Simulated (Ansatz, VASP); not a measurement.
**Hf: VASP beside Ansatz**

```
Hf
1.0
     3.10080    0.00000    0.00000
    -1.55040    2.68537    0.00000
     0.00000    0.00000    5.05780
Hf
2
Direct
  0.33333 0.66667 0.25000
  0.66667 0.33333 0.75000
```

Change from the starting cell: equal xx and yy strain of -3 %, PAW files.

Alike in both runs: task electric field gradients; functional PBE; k mesh 13 × 13 × 7; occupations fermi-dirac, width 0.05 eV; no spin polarisation.

|  | VASP | Ansatz |
| --- | --- | --- |
| version | VASP 6.6.1 | Ansatz 0.2.0 |
| potentials or method | VASP PAW PBE potentials, release 64 (Hf_pv) | PAW with Ansatz's default frozen-core files, scalar-relativistic |
| plane-wave cutoff (eV) | 400 | 420 |
| valence electrons in the cell | 20 | 52 |

|  | VASP | Ansatz | Ansatz less VASP |
| --- | --- | --- | --- |
| pressure (GPa) | 7.5 | 8.1 | +0.50 |
| traceless stress, the component that is largest in VASP (GPa) | -2.66 | -2.57 | +0.084 |
| size of Vzz on the site where it differs most (V/Å²) | 59.9 | 68.6 | +8.68 |

The functional is the same, so the differences come from potentials, cutoffs and numerics. VASP's potentials hold 20 valence electrons a cell and Ansatz's 52, so a difference there can come from the potentials and not from the codes.

Neither program's run includes spin-orbit coupling.
